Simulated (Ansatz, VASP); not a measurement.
**One calculation of C, two programs**

Contents of INCAR:

```
  PREC = Accurate
  ENCUT = 520
  EDIFF = 1E-6
  ISMEAR = -1
  SIGMA = 0.08
  LREAL = F
  LASPH = T
  NELM = 80
  ALGO = Normal
  ISIF = 2
  LWAVE = F
  LCHARG = T
  GGA = PS
  LELF = T
  LVHAR = T
  NBANDS = 8
```

Contents of KPOINTS:

```
regular mesh
0
Gamma
  22 22 22
```

POSCAR

```
C
1.0
   -1.1710049440      1.1710049440      1.1710049440
    1.1710049440     -1.1710049440      1.1710049440
    1.1710049440      1.1710049440     -1.1710049440
C
1
Direct
    0.0000000000      0.0000000000      0.0000000000
```

Input for Ansatz:

```yaml
crystal:
  lattice:
    - [-1.171004944, 1.171004944, 1.171004944]
    - [1.171004944, -1.171004944, 1.171004944]
    - [1.171004944, 1.171004944, -1.171004944]
  atoms:
    - { symbol: C, position: [0.0, 0.0, 0.0] }
kpoints:
  mp_grid: { grid: [22, 22, 22] }
  band_path:
    path:
      - [0.0, 0.0, 0.0]
      - [0.5, -0.5, 0.5]
      - [0.0, 0.0, 0.5]
      - [0.0, 0.0, 0.0]
      - [0.25, 0.25, 0.25]
      - [0.5, -0.5, 0.5]
      - [0.25, 0.25, 0.25]
      - [0.0, 0.0, 0.5]
    npoints: 8
scf:
  occupations: { method: fermi_dirac, width: 0.08 }
hamiltonian:
  xc: pbesol
  pseudopotentials: { kind: paw }
output:
  forces: true
  stress: true
  eigenvalues: true
  populations: true
  dos: { projected: true, de: 0.2, e_range: [-14, 8] }
  write_density: true
  write_potential: true
  elf: true
  volumetric_format: npy
```

Change from the starting cell: volume scaled by 1, PAW files.

Alike in both runs: task single point; functional PBEsol; k mesh 22 × 22 × 22; occupations fermi-dirac, width 0.08 eV; no spin polarisation.

|  | VASP | Ansatz |
| --- | --- | --- |
| version | VASP 6.6.1 | Ansatz 0.2.0 |
| potentials or method | VASP PAW PBE potentials, release 64 (C) | PAW with Ansatz's default frozen-core files, scalar-relativistic |
| plane-wave cutoff (eV) | 520 | 420 |
| valence electrons in the cell | 4 | 4 |

```csv
,VASP,Ansatz,Ansatz less VASP
pressure (GPa),0.2,0.0,-0.27
```

VASP's potentials were made for PBE, not for PBEsol. With one functional, cell and mesh, what is left measures potentials, basis and numerics.
